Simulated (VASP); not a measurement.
# Mo (Im-3m) in VASP: notebook

Runs on Mo. Level: LDA. Tasks: single point.

Program: VASP 6.6.1. These are calculated values, not measurements. Logs are shortened: lines on timing, memory, paths and dates and some standing lists are left out, and cuts for length are marked.

## (1) The cell of the first run

Symmetry: Im-3m, No. 229, cubic system. Conventional cell: a = 3.061 Å, b = 3.061 Å, c = 3.061 Å, α = 90.00°, β = 90.00°, γ = 90.00°. Within 3.5 Å of Mo (site symmetry m-3m) lie 14 Mo at 2.65 to 3.06 Å.

## (2) Single point, LDA

File INCAR:

```
ALGO     = Normal         # electronic algorithm
EDIFF    = 1E-6           # SCF threshold, eV
ENCUT    = 520            # plane-wave cutoff, eV
ISIF     = 2              # what is computed and relaxed
ISMEAR   = 1              # smearing method
LASPH    = T              # aspherical terms in the spheres
LCHARG   = F              # write CHGCAR
LREAL    = F              # projectors in reciprocal space
LWAVE    = F              # write WAVECAR
NBANDS   = 13             # bands
NELM     = 60             # most SCF steps
PREC     = Accurate       # precision mode
SIGMA    = 0.1            # smearing width, eV
```

File KPOINTS:

```
k-points
0
Gamma
  13 13 13
```

File POSCAR:

```
Mo
1.0
   -1.5302858480      1.5302858480      1.5302858480
    1.5302858480     -1.5302858480      1.5302858480
    1.5302858480      1.5302858480     -1.5302858480
Mo
1
Direct
    0.0000000000      0.0000000000      0.0000000000
```

Potentials or basis: VASP PAW LDA potentials, release 64 (Mo_sv).

The run is started by

```
$ cat potpaw_LDA.64/Mo_sv/POTCAR > POTCAR
$ mpirun -np 1 vasp_std > vasp.out
```

OUTCAR:

```text
EDIFF = 1E-6
   ENCUT = 520
   ISIF = 2
   ISMEAR = 1
   LASPH = T
   LREAL = F
   NELM = 60
   PREC = Accurate

 ion  position               nearest neighbor table
   1  0.000  0.000  0.000-

  LATTYP: Found a body centered cubic cell.
 ALAT       =     3.0605716960

  Lattice vectors:

 A1 = (  -1.5302858480,   1.5302858480,   1.5302858480)
 A2 = (   1.5302858480,  -1.5302858480,   1.5302858480)
 A3 = (   1.5302858480,   1.5302858480,  -1.5302858480)

Analysis of symmetry for initial positions (statically):
=====================================================================
 Subroutine PRICEL returns:
 Original cell was already a primitive cell.

 Routine SETGRP: Setting up the symmetry group for a
 body centered cubic supercell.

 Subroutine GETGRP returns: Found 48 space group operations
 (whereof 48 operations were pure point group operations)
 out of a pool of 48 trial point group operations.

The static configuration has the point symmetry O_h .

Analysis of symmetry for dynamics (positions and initial velocities):
=====================================================================
 Subroutine PRICEL returns:
 Original cell was already a primitive cell.

 Routine SETGRP: Setting up the symmetry group for a
 body centered cubic supercell.

 Subroutine GETGRP returns: Found 48 space group operations
 (whereof 48 operations were pure point group operations)
 out of a pool of 48 trial point group operations.

The dynamic configuration has the point symmetry O_h .

 Subroutine INISYM returns: Found 48 space group operations
 (whereof 48 operations are pure point group operations),
 and found     1 'primitive' translations

----------------------------------------------------------------------------------------

                                     Primitive cell

  volume of cell :      14.3343

  direct lattice vectors                    reciprocal lattice vectors
    -1.530285848  1.530285848  1.530285848     0.000000000  0.326736342  0.326736342
     1.530285848 -1.530285848  1.530285848     0.326736342  0.000000000  0.326736342
     1.530285848  1.530285848 -1.530285848     0.326736342  0.326736342  0.000000000

  length of vectors
     2.650532839  2.650532839  2.650532839     0.462074966  0.462074966  0.462074966

  position of ions in fractional coordinates (direct lattice)
     0.000000000  0.000000000  0.000000000

  ion indices of the primitive-cell ions
   primitive index   ion index
                 1           1

----------------------------------------------------------------------------------------

 KPOINTS: k-points

Automatic generation of k-mesh.
 Grid dimensions read from file:
 generate k-points for:   13   13   13

 Generating k-lattice:

  Cartesian coordinates                     Fractional coordinates (reciprocal lattice)
     0.000000000  0.025133565  0.025133565     0.076923077  0.000000000  0.000000000
     0.025133565  0.000000000  0.025133565     0.000000000  0.076923077  0.000000000
     0.025133565  0.025133565  0.000000000     0.000000000  0.000000000  0.076923077

  Length of vectors
     0.035544228  0.035544228  0.035544228

  Shift w.r.t. Gamma in fractional coordinates (k-lattice)
     0.000000000  0.000000000  0.000000000

 Subroutine IBZKPT returns following result:
 ===========================================

 Found     84 irreducible k-points:

 Following reciprocal coordinates:
            Coordinates               Weight
  0.000000  0.000000  0.000000      1.000000
  0.076923  0.000000  0.000000     12.000000
  0.153846  0.000000  0.000000     12.000000
  0.230769  0.000000  0.000000     12.000000
  0.307692  0.000000  0.000000     12.000000
  0.384615  0.000000  0.000000     12.000000
[... 16 lines left out ...]
  0.153846  0.076923  0.076923     24.000000
  0.230769  0.076923  0.076923     24.000000
 [... further k-points ...]
   k-points           NKPTS =     84   k-points in BZ     NKDIM =     84   number of bands    NBANDS=     13
   number of dos      NEDOS =    301   number of ions     NIONS =      1
   total plane-waves  NPLWV =   8000
   dimension x,y,z NGX =    20 NGY =   20 NGZ =   20
   dimension x,y,z NGXF=    40 NGYF=   40 NGZF=   40
   ions per type =               1
   NGX,Y,Z   is equivalent  to a cutoff of  12.54, 12.54, 12.54 a.u.
   NGXF,Y,Z  is equivalent  to a cutoff of  25.09, 25.09, 25.09 a.u.
 SYSTEM =  unknown system
   PREC   = accura    normal or accurate (medium, high low for compatibility)
   ISTART =      0    job   : 0-new  1-cont  2-samecut
   ICHARG =      2    charge: 1-file 2-atom 10-const
   ISPIN  =      1    spin polarized calculation?
   LNONCOLLINEAR =      F non collinear calculations
   LSORBIT =      F    spin-orbit coupling
   LASPH  =      T    aspherical Exc in radial PAW
   ENCUT  =  520.0 eV  38.22 Ry    6.18 a.u.   4.93  4.93  4.93*2*pi/ulx,y,z
   NELM   =     60;   NELMIN=  2; NELMDL= -5     # of ELM steps
   EDIFF  = 0.1E-05   stopping-criterion for ELM
   LREAL  =      F    real-space projection
   EDIFFG = 0.1E-04   stopping-criterion for IOM
   NSW    =      0    number of steps for IOM
   IBRION =     -1    ionic relax: 0-MD 1-quasi-New 2-CG
   NFREE  =      0    steps in history (QN), initial steepest desc. (CG)
   ISIF   =      2    stress and relaxation
   ISYM   =      2    0-nonsym 1-usesym 2-fastsym
   POTIM  = 0.5000    time-step for ionic-motion
   TEBEG  =    0.0;   TEEND  =   0.0 temperature during run
   PSTRESS=    0.0 pullay stress
   NELECT =      14.0000    total number of electrons
   NUPDOWN=      -1.0000    fix difference up-down
   EMIN   =  10.00;   EMAX   =-10.00  energy-range for DOS
   EFERMI =   0.00;   METHOD = LEGACY
   ISMEAR =     1;   SIGMA  =   0.10  broadening in eV -4-tet -1-fermi 0-gaus
   EFERMI_NEDOS =   21; number of points for ismear=-14 and -15
   IALGO  =     38    algorithm
   IMIX   =      4    mixing-type and parameters
     AMIX     =   0.40;   BMIX     =  1.00
     AMIX_MAG =   1.60;   BMIX_MAG =  1.00
  volume/ion in A,a.u.               =      14.33        96.73
  Fermi-wavevector in a.u.,A,eV,Ry     =   1.624270  3.069426 35.895622  2.638254
  Thomas-Fermi vector in A             =   2.717584
   LORBIT       =      0    0 simple, 1 ext, 2 COOP (PROOUT), +10 PAW based schemes
   GGA     = CA    functional components
   LHFCALC =     F    Hartree Fock is set to
   AEXX    =    0.0000 exact exchange contribution
   IVDW    =     0    specifies the selected vdW correction
   LEPSILON=     F    determine dielectric tensor
   LRPA    =     F    only Hartree local field effects (RPA)
 non-spin polarized calculation
 Methfessel and Paxton  Order N= 1 SIGMA  =   0.10
  energy-cutoff  :      520.00
  volume of cell :       14.33
 maximum number of plane-waves:       398
   NGX =  9   NGY =  9   NGZ =  9

 number of electron      14.0000000 magnetization

 Free energy of the ion-electron system (eV)
  ---------------------------------------------------
  ext. energy  EPLUGINS =         0.00000000
  ---------------------------------------------------
  free energy    TOTEN  =       -12.09452823 eV

  energy without entropy =      -12.09324215  energy(sigma->0) =      -12.09409953

 E-fermi :  14.0586     XC(G=0): -14.0937

 val. band max:       14.0284296360   @ k =  -0.2308   0.3077   0.0769
 cond. band min:      14.0840871521   @ k =  -0.3846   0.3846   0.2308
 fundamental gap:      0.0556575162
 Fermi energy:        14.0585855253

 k-point     1 :       0.0000    0.0000    0.0000
  band No.  band energies     occupation
      1     -47.0527      2.00000
      2     -20.2584      2.00000
      3     -20.2584      2.00000
      4     -20.2584      2.00000
      5       6.4372      2.00000
      6      12.3634      2.00000
      7      12.3634      2.00000
      8      12.3634      2.00000
      9      15.7066     -0.00000
     10      15.7066     -0.00000
     11      28.8543      0.00000
     12      28.8543      0.00000
     13      28.8543      0.00000

 k-point     2 :       0.0769    0.0000    0.0000
  band No.  band energies     occupation
      1     -47.0315      2.00000
      2     -20.3738      2.00000
      3     -20.2933      2.00000
      4     -20.2595      2.00000
      5       6.7254      2.00000
      6      12.1955      2.00000
      7      12.3332      2.00000
      8      12.6404      2.00000
      9      15.4599     -0.00000
     10      15.7095     -0.00000
     11      29.0807      0.00000
     12      29.3431      0.00000
     13      29.4793      0.00000

 k-point     3 :       0.1538    0.0000    0.0000
  band No.  band energies     occupation
      1     -46.9721      2.00000
      2     -20.6871      2.00000
      3     -20.3892      2.00000
      4     -20.2627      2.00000
      5       7.4858      2.00000
      6      11.7619      2.00000
      7      12.1978      2.00000
      8      13.4493      2.00000
      9      15.0825     -0.00000
     10      15.7409     -0.00000
     11      29.5075      0.00000
     12      30.7317      0.00000
     13      30.8006      0.00000
[... 305 lines left out ...]
 k-point    23 :       0.1538    0.0769    0.0769
  band No.  band energies     occupation
      1     -46.8600      2.00000
      2     -21.2501      2.00000
      3     -20.4852      2.00000
      4     -20.3542      2.00000
      5       8.8408      2.00000
      6      11.0575      2.00000
      7      11.3460      2.00000
      8      15.3199     -0.00000
      9      15.7783     -0.00000
     10      15.9233     -0.00000
     11      30.0739      0.00000
     12      31.0671      0.00000
     13      31.6424      0.00000

 k-point    24 :       0.2308    0.0769    0.0769
  band No.  band energies     occupation
      1     -46.7771      2.00000
      2     -21.5886      2.00000
      3     -20.6646      2.00000
      4     -20.3682      2.00000
      5       9.1488      2.00000
      6      10.5979      2.00000
      7      11.9412      2.00000
      8      15.5001     -0.00000
      9      16.0815      0.00000
     10      17.7289      0.00000
     11      28.7892      0.00000
     12      29.9000      0.00000
     13      33.6364      0.00000

 [... further k-points ...]
[... 5 lines left out ...]
  --------------------------------------------------------------------------------------
  -------------------------------------------------------------------------------------
  Total        1.5395205      1.5395205      1.5395205      0.0000000      0.0000000     -0.0000000
  in kB      172.0752372    172.0752372    172.0752372      0.0000000      0.0000000     -0.0000000
  external PRESSURE =     172.0752372 kB  Pullay stress =       0.0000000 kB

 VOLUME and BASIS-vectors are now :
 -----------------------------------------------------------------------------
  energy-cutoff  :      520.00
  volume of cell :       14.33
      direct lattice vectors                 reciprocal lattice vectors
    -1.530285848  1.530285848  1.530285848     0.000000000  0.326736342  0.326736342
     1.530285848 -1.530285848  1.530285848     0.326736342  0.000000000  0.326736342
     1.530285848  1.530285848 -1.530285848     0.326736342  0.326736342  0.000000000

 POSITION                                       TOTAL-FORCE (eV/Angst)
 -----------------------------------------------------------------------------------
      0.00000      0.00000      0.00000         0.000000      0.000000      0.000000
 -----------------------------------------------------------------------------------
    total drift:                                0.000000     -0.000000      0.000000

  FREE ENERGIE OF THE ION-ELECTRON SYSTEM (eV)
  ---------------------------------------------------
  free  energy   TOTEN  =       -12.0945282272 eV

  energy  without entropy=      -12.0932421454  energy(sigma->0) =      -12.09409953
```

Wall time 12 s (1 thread of Intel Xeon Platinum 8259CL at 2.50GHz (Skylake/Cascade Lake), shared host); peak memory 0.13 GiB.

What came out:

```
Free energy            : -12.0945 eV
Pressure               : 17.2 GPa
Band gap on the k mesh : zero (band 7 reaches 18.00 eV, above the bottom of band 8 at 12.36 eV)
```

## (3) Single point, LDA

This run uses another cell than the first one, of 14.96 Å³/atom, 1.043 times its volume.

File INCAR:

```
SYSTEM = Mo
ALGO = Normal ; EDIFF = 1E-6
ENCUT = 520 ; GGA = CA
ISIF = 2 ; ISMEAR = 1
LASPH = .True. ; LCHARG = .False.
LREAL = .False. ; LWAVE = .False.
NBANDS = 13 ; NELM = 60
PREC = Accurate ; SIGMA = 0.1
```

File KPOINTS:

```
k-points
0
Gamma
  13 13 13
  0 0 0
```

File POSCAR:

```
Mo
1.0
   -1.5521500284      1.5521500284      1.5521500284
    1.5521500284     -1.5521500284      1.5521500284
    1.5521500284      1.5521500284     -1.5521500284
Mo
1
Direct
    0.0000000000      0.0000000000      0.0000000000
```

Potentials or basis: VASP PAW LDA potentials, release 64 (Mo_sv).

The run is started by

```
$ cat potpaw_LDA.64/Mo_sv/POTCAR > POTCAR
$ mpirun -np 1 vasp_std > vasp.out
```

Run time: 9.4 s. Hardware: 1 thread of Intel Xeon Platinum 8259CL at 2.50GHz (Skylake/Cascade Lake), shared host; peak memory 0.13 GiB.

It converged, with:

- Free energy: -12.1331 eV
- Pressure: 2.9 GPa
- Band gap on the k mesh: zero (band 7 reaches 17.05 eV, above the bottom of band 8 at 11.73 eV)

Levels at points of the mesh, in eV from the Fermi level:
```csv
k point,band 5,band 6,band 7,band 8,band 9,band 10
"(0.00, 0.00, 0.00)",-7.51,-1.61,-1.61,-1.61,1.57,1.57
```
